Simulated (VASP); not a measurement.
## Cu2O: single point with PBE

Cu2O:

```
CELL_PARAMETERS angstrom
4.29824 0.00000 0.00000
0.00000 4.29824 0.00000
0.00000 0.00000 4.42719
ATOMIC_POSITIONS crystal
Cu 0.25000 0.25000 0.25000
Cu 0.25000 0.75000 0.75000
Cu 0.75000 0.75000 0.25000
Cu 0.75000 0.25000 0.75000
O 0.00000 0.00000 0.00000
O 0.50000 0.50000 0.50000
```

This cell differs from its parent crystal: strain along c alone, the other axes held: +3.0 %.

```
Program                : VASP 6.6.1
Task                   : single point
Functional             : PBE
Potentials or basis    : VASP PAW PBE potentials, release 64 (Cu, O)
Cutoff                 : 600 eV
k mesh                 : 8 × 8 × 8
Occupations            : gaussian, width 0.02 eV
Spin                   : no spin polarisation
Dipole correction      : no
Further INCAR settings : ALGO = Normal; EDIFF = 1e-06; NBANDS = 37
```

```
Pressure               : -2.5 GPa
Band gap on the k mesh : 0.39 eV
```

Stress tensor (GPa, compression positive):
```
-2.34  0.00  0.00
 0.00 -2.34  0.00
 0.00  0.00 -2.95
```

Levels at points of the mesh, in eV from the valence-band top:
```tsv
k point	band 26	band 27	band 28	band 29	band 30	band 31
(0.00, 0.00, 0.00)	-0.07	0.00	0.00	0.39	1.30	1.55
(0.50, 0.00, 0.00)	-1.12	-0.40	-0.40	2.13	2.13	4.24
(0.50, 0.50, 0.00)	-1.14	-0.61	-0.61	1.86	1.86	3.76
(0.00, 0.00, 0.50)	-1.13	-0.36	-0.36	2.10	2.10	4.26
(0.50, 0.00, 0.50)	-1.14	-0.63	-0.63	1.88	1.88	3.71
(0.50, 0.50, 0.50)	-0.55	-0.55	-0.53	2.42	2.59	2.59
```

Run time: 6.1 min on 1 thread of Intel Xeon 8259CL, with other jobs on the host, peak memory 0.35 GiB.

Caveat: the cell differs from its parent crystal (strain along c alone, the other axes held: +3.0 %). A k mesh can miss the band edges.
